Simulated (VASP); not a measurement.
A run of VASP 6.6.1:

File POSCAR:

```
V
1.0
   -1.4910375831      1.4910375831      1.4910375831
    1.4910375831     -1.4910375831      1.4910375831
    1.4910375831      1.4910375831     -1.4910375831
V
1
Direct
    0.0000000000      0.0000000000      0.0000000000
```

Contents of INCAR.step1:

```
PREC = Accurate
ENCUT = 520
ISMEAR = 0
SIGMA = 0.05
LREAL = F
LASPH = T
NELM = 150
ISPIN = 2
MAGMOM = 0.05
LMAXMIX = 4
NBANDS = 16
GGA = PE
ALGO = Normal
EDIFF = 1E-4
LWAVE = T
LCHARG = F
```

The input INCAR.step2:

```
PREC = Accurate
ENCUT = 520
EDIFF = 1E-6
ISMEAR = 0
SIGMA = 0.05
LREAL = F
LASPH = T
NELM = 150
ALGO = Normal
ISIF = 2
LWAVE = F
LCHARG = F
ISPIN = 2
MAGMOM = 0.05
LORBIT = 11
LMAXMIX = 4
METAGGA = R2SCAN
LMIXTAU = T
NBANDS = 16
ISTART = 1
```

KPOINTS

```
Automatic mesh
0
Gamma
  20 20 20
```

Potentials or basis: VASP PAW PBE potentials, release 64 (V_sv).

Run with:

```console
$ cat potpaw_PBE.64/V_sv/POTCAR > POTCAR
$ cp INCAR.step1 INCAR
$ mpirun -np 1 vasp_std > vasp.out
$ cp INCAR.step2 INCAR
$ mpirun -np 1 vasp_std > vasp.out
```

Hardware: 1 thread of Intel(R) Xeon(R) Platinum 8488C (Sapphire Rapids), on a shared host.

Estimate the wall time of this run.

Run time: 3.8 min on 1 thread of Intel(R) Xeon(R) Platinum 8488C (Sapphire Rapids) (shared host), peak memory 0.2 GiB. Counts: k points 256.
